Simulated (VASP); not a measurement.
GaS5, 6 atoms in the cell. It takes space group P4mm (No. 99, tetragonal). The conventional cell has a = 5.897 Å, b = 5.897 Å, c = 6.819 Å, α = 90.00°, β = 90.00°, γ = 90.00°. Within 2.8 Å of Ga (site symmetry 4mm) lie 5 S at 2.10 to 2.64 Å. Within 2.8 Å of S (site symmetry m) lie 3 S at 1.98 to 2.77 Å and 1 Ga at 2.64 Å. S (site symmetry 4mm) has 1 Ga at 2.10 Å within 2.8 Å. The cell was generated, and may not be a known phase.

```yaml
Program: VASP 6.6.1
Task: single point
Functional: PBE
Potentials_or_basis: VASP PAW PBE potentials, release 64 (Ga_d, S)
Cutoff: 520 eV
k_mesh: 6 × 6 × 6
Occupations: gaussian, width 0.1 eV
Spin: no spin polarisation
Dipole_correction: no
Further_INCAR_settings: ALGO = Normal; EDIFF = 1e-06; NBANDS = 30
```

Potentials or basis: VASP PAW PBE potentials, release 64 (Ga_d, S).

The run is started by

```sh
$ cat potpaw_PBE.64/Ga_d/POTCAR potpaw_PBE.64/S/POTCAR > POTCAR
$ mpirun -np 1 vasp_std > vasp.out
```

Hardware: 1 thread of AMD EPYC 7R13 Processor (Zen 3) (shared host).

How long does it take, and how much memory?

It took 5.3 min on 1 thread of AMD EPYC 7R13 Processor (Zen 3), with other jobs on the host, peak memory 0.43 GiB. Counts: scf iterations 16, k points 40.
